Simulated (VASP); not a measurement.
Here is a VASP 6.6.1 calculation.

INCAR

```
SYSTEM = Sb
PREC     = Accurate       ! precision mode
ENCUT    = 520            ! plane-wave cutoff, eV
EDIFF    = 1E-6           ! SCF threshold, eV
ISMEAR   = -1             ! smearing method
SIGMA    = 0.05           ! smearing width, eV
LREAL    = .False.        ! projectors in reciprocal space
LASPH    = .True.         ! aspherical terms in the spheres
NELM     = 80             ! most SCF steps
ALGO     = Normal         ! electronic algorithm
ISIF     = 2              ! what is computed and relaxed
LWAVE    = .False.        ! write WAVECAR
LCHARG   = .True.         ! write CHGCAR
GGA      = PS             ! functional
LELF     = .True.         ! ELF
LVHAR    = .True.       
NBANDS   = 12             ! bands
```

Contents of KPOINTS:

```
Automatic mesh
0
Gamma
  8 8 8
  0 0 0
```

File POSCAR:

```
Sb
1.0
    2.1542000000      1.2437279499      3.7580000000
   -2.1542000000      1.2437279499      3.7580000000
    0.0000000000     -2.4874558998      3.7580000000
Sb
2
Direct
    0.7676430000      0.7550740000      0.7647910000
    0.2500380000      0.2274410000      0.2223170000
```

Potentials or basis: VASP PAW PBE potentials, release 64 (Sb).

Launch:

```bash
$ cat potpaw_PBE.64/Sb/POTCAR > POTCAR
$ mpirun -np 1 vasp_std > vasp.out
```

Estimate the largest force.

0.106 eV/Å.

Predict the pressure.

-0.3 GPa.

Forces on the atoms (eV/Å):
```
Sb   0.052  0.091  0.018
Sb  -0.052 -0.091 -0.018
```

Caveat: the cell differs from its parent crystal (atoms moved at random); the PAW data sets were made with another functional, which shifts forces and pressure a little.
